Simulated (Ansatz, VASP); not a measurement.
CuI: VASP beside Ansatz

```
Cu I
1.0
     0.00000    3.09906    3.09906
     3.09906    0.00000    3.09906
     3.09906    3.09906    0.00000
Cu I
1 1
Direct
  0.25000 0.25000 0.25000
  0.00000 0.00000 0.00000
```

Alike in both runs: task single point; functional PBE; k mesh 6 × 6 × 6; no spin polarisation.

|  | VASP | Ansatz |
| --- | --- | --- |
| version | VASP 6.6.1 | Ansatz 0.2.0 |
| potentials or method | VASP PAW PBE potentials, release 64 (Cu, I) | plane waves, PAW |
| plane-wave cutoff (eV) | 520 | 420 |
| occupations | gaussian, width 0.01 eV | fixed |
| valence electrons in the cell | 18 | 36 |

Ansatz gave:

```
gap on the k mesh at the Fermi level (eV) : 0.96
pressure (GPa)                            : -1.9
```

Q: What did VASP give for the same quantities?

A: gap on the k mesh at the Fermi level (eV): 0.98; pressure (GPa): -1.6.

VASP's potentials hold 18 valence electrons a cell and Ansatz's 36, so a difference there can come from the potentials and not from the codes.

Neither program's run includes spin-orbit coupling.
